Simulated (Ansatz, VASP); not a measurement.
**One calculation of MgS, two programs**

Contents of INCAR:

```
PREC     = Accurate       # precision mode
ENCUT    = 520            # plane-wave cutoff, eV
EDIFF    = 1E-8           # SCF threshold, eV
ISMEAR   = -1             # smearing method
SIGMA    = 0.1            # smearing width, eV
LREAL    = F              # projectors in reciprocal space
LASPH    = T              # aspherical terms in the spheres
NELM     = 100            # most SCF steps
ALGO     = Normal         # electronic algorithm
ISIF     = 2              # what is computed and relaxed
LWAVE    = F              # write WAVECAR
LCHARG   = F              # write CHGCAR
GGA      = PE             # functional
LEFG     = T            
NBANDS   = 11             # bands
```

KPOINTS

```
regular mesh
0
Gamma
  9 9 9
```

File POSCAR:

```
MgS
1.0
    0.0000000000      2.6016500000      2.6016500000
    2.6016500000      0.0000000000      2.6016500000
    2.6016500000      2.6016500000      0.0000000000
Mg S
1 1
Direct
    0.0000000000      0.0000000000      0.0000000000
    0.5000000000      0.5000000000      0.5000000000
```

Input for Ansatz:

```yaml
crystal:
  lattice:
    - [0.0, 2.60165, 2.60165]
    - [2.60165, 0.0, 2.60165]
    - [2.60165, 2.60165, 0.0]
  atoms:
    - { symbol: Mg, position: [0.0, 0.0, 0.0] }
    - { symbol: S, position: [0.5, 0.5, 0.5] }
kpoints:
  mp_grid: { grid: [9, 9, 9] }
scf:
  occupations: { method: fermi_dirac, width: 0.1 }
hamiltonian:
  xc: pbe
  pseudopotentials: { kind: paw }
output:
  forces: true
  stress: true
  populations: true
  efg:
    quadrupole_moments_barn: { Mg: 0.1994, S: -0.0694 }
    contact_densities: true
```

Alike in both runs: task electric field gradients; functional PBE; k mesh 9 × 9 × 9; occupations fermi-dirac, width 0.1 eV; no spin polarisation.

```csv
,VASP,Ansatz
version,VASP 6.6.1,Ansatz 0.2.0
potentials or method,"VASP PAW PBE potentials, release 64 (Mg, S)","plane-wave PAW, scalar-relativistic"
plane-wave cutoff (eV),520,420
valence electrons in the cell,8,16
```

|  | VASP | Ansatz | Ansatz less VASP |
| --- | --- | --- | --- |
| pressure (GPa) | 0.9 | 1.2 | +0.30 |

VASP's potentials hold 8 valence electrons a cell and Ansatz's 16, so a difference there can come from the potentials and not from the codes.
